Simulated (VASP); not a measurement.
## Ir3O: single point with PBE

Ir3O, a slab with vacuum:

```
CELL_PARAMETERS angstrom
2.73676 0.00000 0.00000
0.00000 2.73676 0.00000
0.00000 0.00000 19.18834
ATOMIC_POSITIONS crystal
Ir 0.50000 0.50000 0.20846
Ir 0.00000 0.00000 0.30457
Ir 0.50000 0.50000 0.40068
O 0.66667 0.66667 0.48706
```

| Property | Result |
| --- | --- |
| Program | VASP 6.6.1 |
| Task | single point |
| Functional | PBE |
| Potentials or basis | VASP PAW PBE potentials, release 64 (Ir, O) |
| Cutoff | 520 eV |
| k mesh | 10 × 10 × 1 |
| Occupations | gaussian, width 0.1 eV |
| Spin | no spin polarisation |
| Dipole correction | yes |
| Further INCAR settings | ALGO = Normal; EDIFF = 1e-06; NBANDS = 24 |

| Item | Value |
| --- | --- |
| Largest force | 1.390 eV/Å |
| Band gap on the k mesh | zero (an odd number of electrons rules out a gap without spin polarisation) |

Forces in eV/Å, atoms in the order of the input:
```
Ir  -0.235 -0.235 -0.392
Ir  -0.108 -0.108 -0.646
Ir   0.928  0.928  0.458
O   -0.585 -0.585  0.579
```

Levels at points of the mesh, in eV from the Fermi level:
```tsv
k point	band 14	band 15	band 16	band 17	band 18	band 19	band 20	band 21
(0.00, 0.00, 0.00)	-1.21	-0.79	-0.33	-0.27	0.09	0.86	0.95	1.07
(0.50, 0.00, 0.00)	-1.48	-0.59	-0.09	0.46	0.80	1.08	1.73	2.50
(0.50, 0.50, 0.00)	0.45	0.55	1.17	1.18	2.16	2.19	4.23	4.48
```

Run time: 4.5 min on 1 thread of Intel Xeon 8259CL, on a shared host, peak memory 0.29 GiB.

Caveat: spin-orbit coupling is left out, which moves the levels of the heavy elements; an odd number of electrons without spin polarisation forces a metal; a magnetic or distorted state may lie lower.
